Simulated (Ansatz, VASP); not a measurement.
# One calculation of TiTe2, two programs

```
CELL_PARAMETERS angstrom
3.77700 0.00000 0.00000
-1.88850 3.27098 0.00000
0.00000 0.00000 6.49800
ATOMIC_POSITIONS crystal
Te 0.33333 0.66667 0.73720
Te 0.66667 0.33333 0.26280
Ti 0.00000 0.00000 0.00000
```

Alike in both runs: task relaxation of cell and atoms; functional BLYP; dispersion D4; k mesh 8 × 8 × 4; occupations fermi-dirac, width 0.05 eV; no spin polarisation.

|  | VASP | Ansatz |
| --- | --- | --- |
| version | VASP 6.6.1 | Ansatz 0.2.0 |
| potentials or method | VASP PAW PBE potentials, release 64 (Te, Ti_sv) | Ansatz PAW |
| plane-wave cutoff (eV) | 600 | 420 |
| valence electrons in the cell | 24 | 44 |

```csv
,VASP,Ansatz,Ansatz less VASP
relaxed volume (Å³/atom),27.20,27.11,-0.086
relaxed cell length with the largest relative difference (Å),6.463,6.455,-0.0078
```

VASP's potentials were made for PBE, not for BLYP. VASP's potentials hold 24 valence electrons a cell and Ansatz's 44, so a difference there can come from the potentials and not from the codes.

Spin-orbit coupling is off throughout. Noted on Ansatz's run: the plane-wave basis is chosen anew once the cell has moved, so the energies of steps on either side of that aren't comparable.
